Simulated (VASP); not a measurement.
# Tl (P6_3/mmc) in VASP: notebook

Runs on Tl. Level: LDA. Tasks: single point.

Everything below comes from runs of VASP 6.6.1. Logs are shortened: lines on timing, memory, paths and dates and some standing lists are left out, and cuts for length are marked.

### Step 1. The cell of the first run

The structure is hexagonal, space group P6_3/mmc (No. 194). Conventional cell: a = 3.423 Å, b = 3.423 Å, c = 11.122 Å, α = 90.00°, β = 90.00°, γ = 120.00°. Tl (site symmetry -3m) has 12 Tl at 3.41 to 3.42 Å within 4.5 Å. Within 4.5 Å of Tl (site symmetry -6m2) lie 12 Tl at 3.41 to 3.42 Å.

### Step 2. Single point, LDA (28.21 Å³/atom)

INCAR reads:

```
ALGO = Normal
EDIFF = 1E-6
ENCUT = 520
GGA = CA
ISIF = 2
ISMEAR = -1
LASPH = True
LCHARG = False
LREAL = False
LWAVE = False
NBANDS = 34
NELM = 80
PREC = Accurate
SIGMA = 0.1
```

KPOINTS reads:

```
k-points
0
Gamma
  12 12 4
```

POSCAR reads:

```
Tl
1.0
    3.4227579228      0.0000000000      0.0000000000
   -1.7113789614      2.9641953122      0.0000000000
    0.0000000000      0.0000000000     11.1217762732
Tl
4
Direct
    1.0000000000      1.0000000000      0.0000000000
    1.0000000000      1.0000000000      0.5000000000
    0.3333333333      0.6666666667      0.2500000000
    0.6666666667      0.3333333333      0.7500000000
```

Potentials or basis: VASP PAW LDA potentials, release 64 (Tl_d).

Run with:

```sh
cat potpaw_LDA.64/Tl_d/POTCAR > POTCAR
mpirun -np 1 vasp_std > vasp.out
```

OUTCAR:

```text
EDIFF = 1E-6
   ENCUT = 520
   GGA = CA
   ISIF = 2
   ISMEAR = -1
   LASPH = True
   LREAL = False
   NELM = 80
   PREC = Accurate

 ion  position               nearest neighbor table
   1  0.000  0.000  0.000-   3 3.41   4 3.41   4 3.41   3 3.41   4 3.41   3 3.41
   2  0.000  0.000  0.500-   3 3.41   4 3.41   4 3.41   3 3.41   4 3.41   3 3.41
   3  0.333  0.667  0.250-   1 3.41   2 3.41   1 3.41   2 3.41   1 3.41   2 3.41
   4  0.667  0.333  0.750-   1 3.41   2 3.41   1 3.41   2 3.41   1 3.41   2 3.41

  LATTYP: Found a hexagonal cell.
 ALAT       =     3.4227579228
 C/A-ratio  =     3.2493610486

  Lattice vectors:

 A1 = (   3.4227579228,   0.0000000000,   0.0000000000)
 A2 = (  -1.7113789614,   2.9641953122,   0.0000000000)
 A3 = (   0.0000000000,   0.0000000000,  11.1217762732)

Analysis of symmetry for initial positions (statically):
=====================================================================
 Subroutine PRICEL returns:
 Original cell was already a primitive cell.

 Routine SETGRP: Setting up the symmetry group for a
 hexagonal supercell.

 Subroutine GETGRP returns: Found 24 space group operations
 (whereof 12 operations were pure point group operations)
 out of a pool of 24 trial point group operations.

The static configuration has the point symmetry D_3d.
 The point group associated with its full space group is D_6h.

Analysis of symmetry for dynamics (positions and initial velocities):
=====================================================================
 Subroutine PRICEL returns:
 Original cell was already a primitive cell.

 Routine SETGRP: Setting up the symmetry group for a
 hexagonal supercell.

 Subroutine GETGRP returns: Found 24 space group operations
 (whereof 12 operations were pure point group operations)
 out of a pool of 24 trial point group operations.

The dynamic configuration has the point symmetry D_3d.
 The point group associated with its full space group is D_6h.

 Subroutine INISYM returns: Found 24 space group operations
 (whereof 12 operations are pure point group operations),
 and found     1 'primitive' translations

----------------------------------------------------------------------------------------

                                     Primitive cell

  volume of cell :     112.8385

  direct lattice vectors                    reciprocal lattice vectors
     3.422757923  0.000000000  0.000000000     0.292162058  0.168679843  0.000000000
    -1.711378961  2.964195312  0.000000000     0.000000000  0.337359686  0.000000000
     0.000000000  0.000000000 11.121776273     0.000000000  0.000000000  0.089913695

  length of vectors
     3.422757923  3.422757923 11.121776273     0.337359686  0.337359686  0.089913695

  position of ions in fractional coordinates (direct lattice)
     0.000000000  0.000000000  0.000000000
     0.000000000  0.000000000  0.500000000
     0.333333333  0.666666667  0.250000000
     0.666666667  0.333333333  0.750000000

  ion indices of the primitive-cell ions
   primitive index   ion index
                 1           1
                 2           2
                 3           3
                 4           4

----------------------------------------------------------------------------------------

 KPOINTS: k-points

Automatic generation of k-mesh.
 Grid dimensions read from file:
 generate k-points for:   12   12    4

 Generating k-lattice:

  Cartesian coordinates                     Fractional coordinates (reciprocal lattice)
     0.024346838  0.014056654  0.000000000     0.083333333 -0.000000000  0.000000000
     0.000000000  0.028113307  0.000000000     0.000000000  0.083333333  0.000000000
     0.000000000  0.000000000  0.022478424     0.000000000  0.000000000  0.250000000

  Length of vectors
     0.028113307  0.028113307  0.022478424

  Shift w.r.t. Gamma in fractional coordinates (k-lattice)
     0.000000000  0.000000000  0.000000000

 Subroutine IBZKPT returns following result:
 ===========================================

 Found     57 irreducible k-points:

 Following reciprocal coordinates:
            Coordinates               Weight
  0.000000  0.000000  0.000000      1.000000
  0.083333 -0.000000  0.000000      6.000000
  0.166667 -0.000000  0.000000      6.000000
  0.250000 -0.000000  0.000000      6.000000
  0.333333 -0.000000  0.000000      6.000000
  0.416667 -0.000000  0.000000      6.000000
[... 16 lines left out ...]
  0.250000 -0.000000  0.250000     12.000000
  0.333333 -0.000000  0.250000     12.000000
 [... further k-points ...]
   k-points           NKPTS =     57   k-points in BZ     NKDIM =     57   number of bands    NBANDS=     34
   number of dos      NEDOS =    301   number of ions     NIONS =      4
   total plane-waves  NPLWV =  65856
   dimension x,y,z NGX =    28 NGY =   28 NGZ =   84
   dimension x,y,z NGXF=    56 NGYF=   56 NGZF=  168
   ions per type =               4
   NGX,Y,Z   is equivalent  to a cutoff of  13.60, 13.60, 12.56 a.u.
   NGXF,Y,Z  is equivalent  to a cutoff of  27.20, 27.20, 25.11 a.u.
 SYSTEM =  unknown system
   PREC   = accura    normal or accurate (medium, high low for compatibility)
   ISTART =      0    job   : 0-new  1-cont  2-samecut
   ICHARG =      2    charge: 1-file 2-atom 10-const
   ISPIN  =      1    spin polarized calculation?
   LNONCOLLINEAR =      F non collinear calculations
   LSORBIT =      F    spin-orbit coupling
   LASPH  =      T    aspherical Exc in radial PAW
   ENCUT  =  520.0 eV  38.22 Ry    6.18 a.u.   6.36  6.36 20.68*2*pi/ulx,y,z
   NELM   =     80;   NELMIN=  2; NELMDL= -5     # of ELM steps
   EDIFF  = 0.1E-05   stopping-criterion for ELM
   LREAL  =      F    real-space projection
[... 7 lines left out ...]
   TEBEG  =    0.0;   TEEND  =   0.0 temperature during run
   PSTRESS=    0.0 pullay stress
   NELECT =      52.0000    total number of electrons
   NUPDOWN=      -1.0000    fix difference up-down
   EMIN   =  10.00;   EMAX   =-10.00  energy-range for DOS
   EFERMI =   0.00;   METHOD = LEGACY
   ISMEAR =    -1;   SIGMA  =   0.10  broadening in eV -4-tet -1-fermi 0-gaus
   EFERMI_NEDOS =   21; number of points for ismear=-14 and -15
   IALGO  =     38    algorithm
   IMIX   =      4    mixing-type and parameters
     AMIX     =   0.40;   BMIX     =  1.00
     AMIX_MAG =   1.60;   BMIX_MAG =  1.00
  volume/ion in A,a.u.               =      28.21       190.37
  Fermi-wavevector in a.u.,A,eV,Ry     =   1.264514  2.389585 21.755649  1.598995
  Thomas-Fermi vector in A             =   2.397815
   LORBIT       =      0    0 simple, 1 ext, 2 COOP (PROOUT), +10 PAW based schemes
   GGA     = CA    functional components
   LHFCALC =     F    Hartree Fock is set to
   AEXX    =    0.0000 exact exchange contribution
   IVDW    =     0    specifies the selected vdW correction
   LEPSILON=     F    determine dielectric tensor
   LRPA    =     F    only Hartree local field effects (RPA)
 non-spin polarized calculation
  energy-cutoff  :      520.00
  volume of cell :      112.84
 maximum number of plane-waves:      3065
 NGX is ok and might be reduce to    28
   NGX = 13   NGY = 13   NGZ = 41

 number of electron      52.0000006 magnetization

 Free energy of the ion-electron system (eV)
  ---------------------------------------------------
  ext. energy  EPLUGINS =         0.00000000
  ---------------------------------------------------
  free energy    TOTEN  =       -11.69613687 eV

  energy without entropy =      -11.62068781  energy(sigma->0) =      -11.65841234

 E-fermi :   6.4003     XC(G=0): -10.5727

 val. band max:        6.3981771580   @ k =   0.4167   0.1667   0.2500
 cond. band min:       6.4149860526   @ k =   0.3333   0.2500   0.2500
 fundamental gap:      0.0168088946
 Fermi energy:         6.4003219117

 k-point     1 :       0.0000    0.0000    0.0000
  band No.  band energies     occupation
      1      -5.3669      2.00000
      2      -5.2381      2.00000
      3      -5.2223      2.00000
      4      -5.1467      2.00000
      5      -5.1467      2.00000
      6      -5.1363      2.00000
[... 26 lines left out ...]
     33      15.6244      0.00000
     34      16.7362      0.00000

 k-point     2 :       0.0833   -0.0000    0.0000
  band No.  band energies     occupation
      1      -5.3382      2.00000
      2      -5.2196      2.00000
      3      -5.2173      2.00000
      4      -5.1531      2.00000
      5      -5.1374      2.00000
      6      -5.1317      2.00000
[... 26 lines left out ...]
     33      15.2261      0.00000
     34      15.7342      0.00000

 k-point     3 :       0.1667   -0.0000    0.0000
  band No.  band energies     occupation
      1      -5.3070      2.00000
      2      -5.2307      2.00000
      3      -5.2230      2.00000
      4      -5.1442      2.00000
      5      -5.1399      2.00000
      6      -5.1262      2.00000
[... 26 lines left out ...]
     33      14.3631      0.00000
     34      14.3832      0.00000

 k-point     4 :       0.2500   -0.0000    0.0000
  band No.  band energies     occupation
      1      -5.3578      2.00000
      2      -5.2725      2.00000
      3      -5.2671      2.00000
      4      -5.1983      2.00000
      5      -5.1845      2.00000
      6      -5.0805      2.00000
[... 26 lines left out ...]
     33      13.4700      0.00000
     34      13.4897      0.00000

 k-point     5 :       0.3333   -0.0000    0.0000
  band No.  band energies     occupation
      1      -5.4269      2.00000
      2      -5.3262      2.00000
      3      -5.3213      2.00000
      4      -5.2953      2.00000
      5      -5.2512      2.00000
      6      -5.1291      2.00000
[... 621 lines left out ...]
 k-point    22 :       0.1667   -0.0000    0.2500
  band No.  band energies     occupation
      1      -5.3008      2.00000
      2      -5.2573      2.00000
      3      -5.2008      2.00000
      4      -5.1563      2.00000
      5      -5.1330      2.00000
      6      -5.1156      2.00000
[... 26 lines left out ...]
     33      13.7872      0.00000
     34      15.1036      0.00000

 k-point    23 :       0.2500   -0.0000    0.2500
  band No.  band energies     occupation
      1      -5.3526      2.00000
      2      -5.3034      2.00000
      3      -5.2413      2.00000
      4      -5.1880      2.00000
      5      -5.1653      2.00000
      6      -5.0976      2.00000
[... 26 lines left out ...]
     33      12.8223      0.00000
     34      14.2625      0.00000

 k-point    24 :       0.3333   -0.0000    0.2500
  band No.  band energies     occupation
      1      -5.4191      2.00000
      2      -5.3546      2.00000
      3      -5.3019      2.00000
      4      -5.2736      2.00000
      5      -5.2337      2.00000
      6      -5.1581      2.00000
[... 26 lines left out ...]
     33      12.5753      0.00000
     34      13.5313      0.00000

 [... further k-points ...]
[... 5 lines left out ...]
  --------------------------------------------------------------------------------------
  -------------------------------------------------------------------------------------
  Total       -1.0277063     -1.0277063     -1.0366322      0.0000000      0.0000000      0.0000000
  in kB      -14.5922560    -14.5922560    -14.7189939      0.0000000      0.0000000      0.0000000
  external PRESSURE =     -14.6345019 kB  Pullay stress =       0.0000000 kB

 VOLUME and BASIS-vectors are now :
 -----------------------------------------------------------------------------
  energy-cutoff  :      520.00
  volume of cell :      112.84
      direct lattice vectors                 reciprocal lattice vectors
     3.422757923  0.000000000  0.000000000     0.292162058  0.168679843  0.000000000
    -1.711378961  2.964195312  0.000000000     0.000000000  0.337359686  0.000000000
     0.000000000  0.000000000 11.121776273     0.000000000  0.000000000  0.089913695

 POSITION                                       TOTAL-FORCE (eV/Angst)
 -----------------------------------------------------------------------------------
      0.00000      0.00000      0.00000        -0.000000     -0.000000     -0.000000
      0.00000      0.00000      5.56089        -0.000000     -0.000000     -0.000000
     -0.00000      1.97613      2.78044         0.000000      0.000000     -0.000000
      1.71138      0.98807      8.34133        -0.000000     -0.000000      0.000000
 -----------------------------------------------------------------------------------
    total drift:                                0.000000     -0.000000      0.000000

  FREE ENERGIE OF THE ION-ELECTRON SYSTEM (eV)
  ---------------------------------------------------
  free  energy   TOTEN  =       -11.6961368664 eV

  energy  without entropy=      -11.6206878089  energy(sigma->0) =      -11.65841234
```

It took 2.8 min on 1 thread of Intel Xeon 6975P-C (Granite Rapids), shared host; peak memory 0.29 GiB.

Results:

| Quantity | Value |
| --- | --- |
| Free energy | -11.6961 eV |
| Pressure | -1.5 GPa |
| Band gap on the k mesh | zero (bands 26 and 27 overlap by 4.50 eV) |

Levels at points of the mesh, in eV from the Fermi level:
| k point | band 22 | band 23 | band 24 | band 25 | band 26 | band 27 | band 28 | band 29 | band 30 | band 31 |
| --- | --- | --- | --- | --- | --- | --- | --- | --- | --- | --- |
| (0.00, 0.00, 0.00) | -8.71 | -8.69 | -5.25 | -2.94 | 3.17 | 3.19 | 8.22 | 8.22 | 9.19 | 9.19 |
| (0.50, 0.00, 0.00) | -5.22 | -4.66 | -3.98 | -2.72 | -2.40 | -0.30 | 0.13 | 1.88 | 2.93 | 4.02 |
| (0.00, 0.00, 0.50) | -9.78 | -6.92 | -6.92 | -0.59 | -0.59 | 7.43 | 7.43 | 8.50 | 8.50 | 8.50 |
| (0.50, 0.00, 0.50) | -5.39 | -4.52 | -4.52 | -1.78 | -1.78 | -1.13 | -1.13 | 3.52 | 3.52 | 4.46 |

Caveat: spin-orbit coupling is left out, which moves the levels of the heavy elements.

### Step 3. Single point, LDA (29.29 Å³/atom)

This run uses another cell than the first one, of 29.29 Å³/atom.

INCAR reads:

```
SYSTEM = Tl
  PREC = Accurate
  ENCUT = 520
  EDIFF = 1E-6
  ISMEAR = -1
  SIGMA = 0.1
  LREAL = .False.
  LASPH = .True.
  NELM = 60
  ALGO = Normal
  ISIF = 2
  LWAVE = .False.
  LCHARG = .False.
  NBANDS = 34
```

KPOINTS reads:

```
regular mesh
0
Gamma
  12 12 4
  0 0 0
```

POSCAR reads:

```
Tl
1.0
    3.4660885724      0.0000000000      0.0000000000
   -1.7330442862      3.0017207555      0.0000000000
    0.0000000000      0.0000000000     11.2625731981
Tl
4
Direct
    1.0000000000      1.0000000000      0.0000000000
    1.0000000000      1.0000000000      0.5000000000
    0.3333333333      0.6666666667      0.2500000000
    0.6666666667      0.3333333333      0.7500000000
```

Potentials or basis: VASP PAW LDA potentials, release 64 (Tl_d).

Run with:

```sh
cat potpaw_LDA.64/Tl_d/POTCAR > POTCAR
mpirun -np 1 vasp_std > vasp.out
```

Run time: 2.5 min. Hardware: 1 thread of Intel Xeon 6975P-C (Granite Rapids), shared host; peak memory 0.29 GiB.

Results (log left out):

- Free energy: -11.6422 eV
- Pressure: -2.6 GPa
- Band gap on the k mesh: zero (bands 26 and 27 overlap by 4.30 eV)

Levels at points of the mesh, in eV from the Fermi level:
| k point | band 24 | band 25 | band 26 | band 27 | band 28 | band 29 |
| --- | --- | --- | --- | --- | --- | --- |
| (0.00, 0.00, 0.00) | -5.27 | -2.78 | 3.05 | 3.06 | 7.96 | 7.96 |
| (0.50, 0.00, 0.00) | -4.03 | -2.57 | -2.26 | -0.32 | 0.12 | 1.86 |
| (0.00, 0.00, 0.50) | -6.81 | -0.58 | -0.58 | 7.19 | 7.19 | 8.23 |
| (0.50, 0.00, 0.50) | -4.50 | -1.73 | -1.73 | -1.07 | -1.07 | 3.43 |

Caveat: spin-orbit coupling is left out, which moves the levels of the heavy elements.

### Step 4. Single point, LDA (30.38 Å³/atom)

This run uses another cell than the first one, of 30.38 Å³/atom.

INCAR reads:

```
ALGO = Normal
EDIFF = 1E-6
ENCUT = 520
ISIF = 2
ISMEAR = -1
LASPH = True
LCHARG = False
LREAL = False
LWAVE = False
NBANDS = 34
NELM = 80
PREC = Accurate
SIGMA = 0.1
```

KPOINTS reads:

```
k-points
0
Gamma
  12 12 4
```

POSCAR reads:

```
Tl
1.0
    3.5083621115      0.0000000000      0.0000000000
   -1.7541810558      3.0383307142      0.0000000000
    0.0000000000      0.0000000000     11.3999351895
Tl
4
Direct
    1.0000000000      1.0000000000      0.0000000000
    1.0000000000      1.0000000000      0.5000000000
    0.3333333333      0.6666666667      0.2500000000
    0.6666666667      0.3333333333      0.7500000000
```

Run with:

```sh
cat potpaw_LDA.64/Tl_d/POTCAR > POTCAR
mpirun -np 1 vasp_std > vasp.out
```

Wall time 3.2 min (1 thread of Intel Xeon 6975P-C (Granite Rapids), shared host); peak memory 0.31 GiB.

Results (log left out):

| Property | Result |
| --- | --- |
| Free energy | -11.5600 eV |
| Pressure | -3.5 GPa |
| Band gap on the k mesh | zero (bands 26 and 27 overlap by 4.11 eV) |

Stress tensor (GPa, compression positive):
```
-3.49  0.00  0.00
 0.00 -3.49  0.00
 0.00  0.00 -3.57
```

Levels at points of the mesh, in eV from the Fermi level:
```csv
k point,band 22,band 23,band 24,band 25,band 26,band 27,band 28,band 29,band 30,band 31
"(0.00, 0.00, 0.00)",-8.33,-8.32,-5.28,-2.64,2.94,2.95,7.72,7.72,8.62,8.62
"(0.50, 0.00, 0.00)",-5.17,-4.73,-4.07,-2.45,-2.14,-0.33,0.12,1.83,2.78,3.87
"(0.00, 0.00, 0.50)",-9.32,-6.71,-6.71,-0.57,-0.57,6.95,6.95,7.97,7.97,7.97
"(0.50, 0.00, 0.50)",-5.37,-4.50,-4.50,-1.68,-1.68,-1.01,-1.01,3.34,3.34,4.27
```

Caveat: the cell stands under tension; spin-orbit coupling is left out, which moves the levels of the heavy elements.

[end of part 1 of 2]

The gap in the log of VASP goes by the Fermi energy; the results here count the filled bands.